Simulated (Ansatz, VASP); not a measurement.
BN: VASP beside Ansatz

File INCAR:

```
PREC = Accurate ; ENCUT = 520
EDIFF = 1E-7 ; ISMEAR = 0
SIGMA = 0.05 ; LREAL = False
LASPH = True ; NELM = 60
ALGO = Normal ; ISIF = 2
LWAVE = False ; LCHARG = False
GGA = PE ; IVDW = 12
NBANDS = 26
```

Contents of KPOINTS:

```
Automatic mesh
0
Gamma
  7 9 3
```

File POSCAR:

```
BN
1.0
    1.2538424667     -3.3394821656      0.0000000000
    2.5076849335      0.0000000000      0.0000000000
    0.4179474889     -1.1131607219      8.6753276438
B N
4 4
Direct
   -0.2777844790      0.0000000000      0.8333534369
   -0.0277844790      0.5000000000      0.0833534369
   -0.1111178123      0.0000000000      0.3333534369
   -0.1944511456      0.5000000000      0.5833534369
   -0.0555321860      0.0000000000      0.1665965581
   -0.1388655194      0.5000000000      0.4165965581
   -0.2221988527      0.0000000000      0.6665965581
   -0.3055321860      0.5000000000      0.9165965581
```

Input for Ansatz:

```yaml
crystal:
  lattice:
    - [1.2538424667, -3.3394821656, 0.0]
    - [2.5076849335, 0.0, 0.0]
    - [0.4179474889, -1.1131607219, 8.6753276438]
  atoms:
    - { symbol: B, position: [-0.277784479, 0.0, 0.8333534369] }
    - { symbol: B, position: [-0.027784479, 0.5, 0.0833534369] }
    - { symbol: B, position: [-0.1111178123, 0.0, 0.3333534369] }
    - { symbol: B, position: [-0.1944511456, 0.5, 0.5833534369] }
    - { symbol: "N", position: [-0.055532186, 0.0, 0.1665965581] }
    - { symbol: "N", position: [-0.1388655194, 0.5, 0.4165965581] }
    - { symbol: "N", position: [-0.2221988527, 0.0, 0.6665965581] }
    - { symbol: "N", position: [-0.305532186, 0.5, 0.9165965581] }
basis:
  ecutwfc: 420
kpoints:
  mp_grid: { grid: [7, 9, 3] }
hamiltonian:
  xc: pbe
  dispersion: d3bj
scf:
  occupations: { method: gaussian, width: 0.05 }
output:
  forces: true
  stress: true
  eigenvalues: true
```

Alike in both runs: task single point; functional PBE; dispersion D3(BJ); k mesh 7 × 9 × 3; occupations gaussian, width 0.05 eV; no spin polarisation.

```csv
,VASP,Ansatz
version,VASP 6.6.1,Ansatz 0.2.0
potentials or method,"VASP PAW PBE potentials, release 64 (B, N), cutoff 520 eV","scalar-relativistic, plane waves, PAW"
valence electrons in the cell,32,32
```

```tsv
	VASP	Ansatz	Ansatz less VASP
gap on the k mesh at the Fermi level (eV)	2.58	2.58	0.000
least direct gap on the mesh (eV)	2.67	2.67	0.000
pressure (GPa)	-5.1	-5.2	-0.05
traceless stress, the component that is largest in VASP (GPa)	-7.53	-7.52	+0.008
rms of the force components (eV/Å)	1.199	1.198	-0.0015
```

Atom by atom the forces differ by 0.004 eV/Å (rms over components).
